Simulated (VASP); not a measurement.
VSi2: single point with PBEsol

VSi2:

```xyz
9
Lattice="4.6188 0.0000 0.0000 -2.3094 4.0000 0.0000 0.0000 0.0000 6.4235" Properties=species:S:1:pos:R:3 pbc="T T T"
V     2.3094    0.0000    0.0000
V     1.1547    2.0000    4.2823
V    -1.1547    2.0000    2.1412
Si    0.0000    1.3030    0.0000
Si    3.4904    0.6515    4.2823
Si    1.1810    3.3485    2.1412
Si    2.3094    2.6970    0.0000
Si   -1.1810    3.3485    4.2823
Si    1.1284    0.6515    2.1412
```

```
Program                : VASP 6.6.1
Task                   : single point
Functional             : PBEsol
Potentials or basis    : VASP PAW PBE potentials, release 64 (V_sv, Si)
Cutoff                 : 520 eV
k mesh                 : 12 × 12 × 6
Occupations            : gaussian, width 0.1 eV
Spin                   : no spin polarisation
Dipole correction      : no
Further INCAR settings : ALGO = Normal; EDIFF = 1e-06; NBANDS = 42
```

```
Pressure               : -9.3 GPa
Band gap on the k mesh : zero (an odd number of electrons rules out a gap without spin polarisation)
```

Levels at points of the mesh, in eV from the Fermi level:
```csv
k point,band 29,band 30,band 31,band 32,band 33,band 34,band 35,band 36
"(0.00, 0.00, 0.00)",-2.05,-1.75,-1.75,-1.67,0.35,1.98,2.30,2.30
"(0.50, 0.00, 0.00)",-0.68,-0.54,-0.10,0.04,0.40,0.99,1.32,1.39
"(0.00, 0.00, 0.50)",-1.79,-1.79,-1.51,0.52,0.52,1.95,2.31,2.38
"(0.50, 0.00, 0.50)",-1.36,-1.26,-0.44,-0.07,0.78,1.19,1.62,1.68
```

Run time: 2.8 min on 1 thread of Intel(R) Xeon(R) 6975P-C (Granite Rapids), with other jobs on the host, peak memory 0.41 GiB.

Caveat: the cell stands under tension; the PAW data sets were made with another functional, which shifts forces and pressure a little.
